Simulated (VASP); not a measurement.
The system is CdS.

```
CELL_PARAMETERS angstrom
0.00000 2.91650 2.91650
2.91650 0.00000 2.91650
2.91650 2.91650 0.00000
ATOMIC_POSITIONS crystal
Cd 0.00000 0.00000 0.00000
S 0.75000 0.75000 0.75000
```

Base run:

```yaml
Program: VASP 6.6.1
Functional: BHLYP
Potentials_or_basis: VASP PAW PBE potentials, release 64 (Cd, S)
Cutoff: 520 eV
k_mesh: 5 × 5 × 5
Occupations: fermi-dirac, width 0.05 eV
Spin: no spin polarisation
```

Its results: band gap on the k mesh 4.64 eV; pressure 3.7 GPa.

The run is repeated on the same cell with these changes: functional from BHLYP to r2SCAN-based global hybrid with 10 % exact exchange; share of exact exchange from 0.5 to 0.1. What comes out?

Band gap on the k mesh 2.19 eV; pressure 1.6 GPa.

Caveats: the PAW data sets were made with another functional, which shifts forces and pressure a little; the cell stands under pressure (at least some runs).

